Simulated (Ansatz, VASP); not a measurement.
## Si4Ru: VASP beside Ansatz

```
CELL_PARAMETERS angstrom
4.42975 0.00000 0.00000
0.00000 4.42975 0.00000
0.00000 0.00000 4.42975
ATOMIC_POSITIONS crystal
Si 0.29699 0.29699 0.29699
Si 0.70301 0.70301 0.29699
Si 0.29699 0.70301 0.70301
Si 0.70301 0.29699 0.70301
Ru 0.00000 0.00000 0.00000
```

Change from the starting cell: species swapped into the SnI4 type (P-43m, No. 215).

Alike in both runs: functional PBE; k mesh 4 × 4 × 4; occupations gaussian, width 0.2 eV; no spin polarisation.

Ansatz relaxed the structure, and its values are those at the end. VASP's run is a single point on that final structure, the one shown.

```csv
,VASP,Ansatz
version,VASP 6.6.1,Ansatz 0.2.0
potentials or method,"VASP PAW PBE potentials, release 64 (Si, Ru_pv), cutoff 500 eV","scalar-relativistic, plane waves, PAW"
valence electrons in the cell,30,32
```

Ansatz gave:

* gap on the k mesh at the Fermi level (eV): none
* pressure (GPa): -0.4
* rms of the force components (eV/Å): 0.001

Q: What did VASP give for the same quantities?

A: gap on the k mesh at the Fermi level (eV): none; pressure (GPa): -0.4; rms of the force components (eV/Å): 0.013.

A gap of «none» marks a metal or a gap that the smearing closes. The functional is the same, so the differences come from potentials, cutoffs and numerics. VASP's potentials hold 30 valence electrons a cell and Ansatz's 32, so a difference there can come from the potentials and not from the codes.
